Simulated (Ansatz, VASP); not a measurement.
# One calculation of Be, two programs

Contents of INCAR:

```
ALGO = Normal
EDIFF = 1E-8
ENCUT = 520
GGA_COMPAT = False
ISIF = 2
ISMEAR = -1
LASPH = True
LCHARG = False
LEFG = True
LREAL = False
LWAVE = False
NBANDS = 7
NELM = 120
PREC = Accurate
SIGMA = 0.05
```

The input KPOINTS:

```
k-points
0
Gamma
  15 15 15
```

File POSCAR:

```
Be
1.0
    2.1435829045      0.0000000000      0.0000000000
    0.0000000000      2.1435829045      0.0000000000
    0.0000000000      0.0000000000      2.1435829045
Be
1
Direct
    0.0000000000      0.0000000000      0.0000000000
```

Input for Ansatz:

```yaml
crystal:
  lattice:
    - [2.1435829045, 0.0, 0.0]
    - [0.0, 2.1435829045, 0.0]
    - [0.0, 0.0, 2.1435829045]
  atoms:
    - { symbol: Be, position: [0.0, 0.0, 0.0] }
kpoints:
  mp_grid: { grid: [15, 15, 15] }
scf:
  occupations: { method: fermi_dirac, width: 0.05 }
hamiltonian:
  xc: lda
  pseudopotentials: { kind: paw }
output:
  forces: true
  stress: true
  eigenvalues: true
  efg: { contact_densities: true }
```

Change from the starting cell: functional lda, volume scaled by 0.96, PAW files.

Alike in both runs: task electric field gradients; functional LDA; k mesh 15 × 15 × 15; occupations fermi-dirac, width 0.05 eV; no spin polarisation.

```csv
,VASP,Ansatz
version,VASP 6.6.1,Ansatz 0.2.0
potentials or method,"VASP PAW LDA potentials, release 64 (Be)","PAW with Ansatz's default frozen-core files, scalar-relativistic"
plane-wave cutoff (eV),520,420
valence electrons in the cell,2,2
```

Ansatz gave:

| Property | Result |
| --- | --- |
| pressure (GPa) | -0.5 |

Q: Estimate VASP's values.

A: Pressure (GPa): -0.2.

LDA's correlation is that of Perdew and Zunger in VASP and of Perdew and Wang (1992) in Ansatz.
